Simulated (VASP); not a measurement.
Here is a VASP 6.6.1 calculation.

INCAR

```
SYSTEM = NiO
  ALGO = Normal
  EDIFF = 1E-6
  ENCUT = 600
  GGA = PE
  GGA_COMPAT = .FALSE.
  ISIF = 2
  ISMEAR = 0
  ISPIN = 2
  ISYM = 0
  KPAR = 4
  LASPH = .TRUE.
  LCHARG = .TRUE.
  LDAU = .TRUE.
  LDAUJ = 0 0
  LDAUL = 2 -1
  LDAUPRINT = 1
  LDAUTYPE = 2
  LDAUU = 6.2 0
  LMAXMIX = 4
  LORBIT = 11
  LREAL = .FALSE.
  LVHAR = .TRUE.
  LWAVE = .FALSE.
  MAGMOM = 1.85 -1.85 0 0
  NBANDS = 28
  NELM = 200
  PREC = Accurate
  SIGMA = 0.02
```

File KPOINTS:

```
k-points
0
G
  9 9 10
  0 0 0
```

Contents of POSCAR:

```
NiO
1.0
    0.0000000000      2.1047910884      2.1047910884
    2.1047910882     -0.0000000002      2.1047910886
    4.2061839821      2.1013928929     -2.1013928929
Ni O
2 2
Direct
    0.0000000000      0.0000000000      0.0000000000
    0.5000000000      0.0000000000      0.5000000000
    0.7500000000      0.5000000000      0.2500000000
    1.2500000000      0.5000000000      0.7500000000
```

Potentials or basis: VASP PAW PBE potentials, release 64 (Ni, O).

Run with:

```console
$ cat potpaw_PBE.64/Ni/POTCAR potpaw_PBE.64/O/POTCAR > POTCAR
$ mpirun -np 4 vasp_std > vasp.out
```

Problem. What does it give for the band gap on the k mesh?

Solution. 3.26 eV.

Problem. Estimate the pressure.

Solution. -3.4 GPa.

Problem. What does it give for the site moments?

Solution. Ni +1.75, -1.75; O -0.00 μB.

Problem. What does it give for the net moment?

Solution. 0.00 μB per cell.

Eigenvalues of the final occupation matrices:
```
    site  spin  trace               eigenvalues
site 1 d     1   5.01  0.98 0.98 0.98 1.03 1.03
site 1 d     2   3.24  0.15 0.15 0.98 0.98 0.98
site 2 d     1   3.24  0.15 0.15 0.98 0.98 0.98
site 2 d     2   5.01  0.98 0.98 0.98 1.03 1.03
```

Caveat: the cell stands under tension. The state reached can hang on the start; a lower one may exist.
